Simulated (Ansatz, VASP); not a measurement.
## KBr in VASP and in Ansatz

```
Br K
1.0
     0.00000    3.30000    3.30000
     3.30000    0.00000    3.30000
     3.30000    3.30000    0.00000
Br K
1 1
Direct
  0.50000 0.50000 0.50000
  0.00000 0.00000 0.00000
```

Alike in both runs: task single point; functional PBE; k mesh 4 × 4 × 4; occupations fermi-dirac, width 0.02 eV; no spin polarisation.

|  | VASP | Ansatz |
| --- | --- | --- |
| version | VASP 6.6.1 | Ansatz 0.2.0 |
| potentials or method | VASP PAW PBE potentials, release 64 (Br, K_sv), cutoff 520 eV | all-electron LAPW, scalar-relativistic |

```tsv
	VASP	Ansatz	Ansatz less VASP
gap on the k mesh at the Fermi level (eV)	4.43	4.43	+0.001
least direct gap on the mesh (eV)	4.43	4.43	+0.001
pressure (GPa)	0.8	0.7	-0.04
```

Ansatz ran all-electron here, and VASP with PAW potentials.
